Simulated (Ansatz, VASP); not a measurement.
**Two plane-wave programs on WSe2**

File INCAR:

```
SYSTEM = WSe2
PREC     = Accurate       ! precision mode
ENCUT    = 520            ! plane-wave cutoff, eV
EDIFF    = 1E-6           ! SCF threshold, eV
ISMEAR   = 0              ! smearing method
SIGMA    = 0.05           ! smearing width, eV
LREAL    = .False.        ! projectors in reciprocal space
LASPH    = .True.         ! aspherical terms in the spheres
NELM     = 100            ! most SCF steps
ALGO     = Normal         ! electronic algorithm
ISIF     = 2              ! what is computed and relaxed
LWAVE    = .False.        ! write WAVECAR
LCHARG   = .False.        ! write CHGCAR
GGA      = PS             ! functional
NBANDS   = 20             ! bands
```

File KPOINTS:

```
regular mesh
0
Gamma
  12 12 2
  0 0 0
```

POSCAR

```
WSe2
1.0
    3.2702526784      0.0000000000      0.0000000000
   -1.6351263392      2.8321218963      0.0000000000
    0.0000000000      0.0000000000     16.6612169706
W Se
1 2
Direct
    0.0000000000      0.0000000000      0.0015004906
    0.3333333333      0.6666666667      0.1003992721
    0.3333333333      0.6666666667      0.8996007279
```

Input for Ansatz:

```yaml
crystal:
  lattice:
    - [3.2702526784, 0.0, 0.0]
    - [-1.6351263392, 2.8321218963, 0.0]
    - [0.0, 0.0, 16.6612169706]
  atoms:
    - { symbol: W, position: [0.0, 0.0, 0.0015004906] }
    - { symbol: Se, position: [0.3333333333, 0.6666666667, 0.1003992721] }
    - { symbol: Se, position: [0.3333333333, 0.6666666667, 0.8996007279] }
basis:
  ecutwfc: 420
kpoints:
  mp_grid: { grid: [12, 12, 2] }
hamiltonian:
  xc: pbesol
scf:
  occupations: { method: gaussian, width: 0.05 }
output:
  forces: true
  stress: true
  eigenvalues: true
```

Change from the starting cell: all W atoms moved +0.025 Å, as atom 1 along Cartesian [0 0 1].

Alike in both runs: task single point; functional PBEsol; k mesh 12 × 12 × 2; occupations gaussian, width 0.05 eV; no spin polarisation.

```csv
,VASP,Ansatz
version,VASP 6.6.1,Ansatz 0.2.0
potentials or method,"VASP PAW PBE potentials, release 64 (W_sv, Se), cutoff 520 eV","scalar-relativistic, plane waves, PAW"
valence electrons in the cell,26,46
```

Ansatz gave:

| Property | Result |
| --- | --- |
| gap on the k mesh at the Fermi level (eV) | 1.68 |
| least direct gap on the mesh (eV) | 1.69 |
| rms of the force components (eV/Å) | 0.303 |

Q: What did VASP give for the same quantities?

A: gap on the k mesh at the Fermi level (eV): 1.68; least direct gap on the mesh (eV): 1.69; rms of the force components (eV/Å): 0.307.

VASP's potentials were made for PBE, not for PBEsol. Atom by atom the forces differ by 0.029 eV/Å (rms over components). VASP's potentials hold 26 valence electrons a cell and Ansatz's 46, so a difference there can come from the potentials and not from the codes.

Spin-orbit coupling is off throughout.
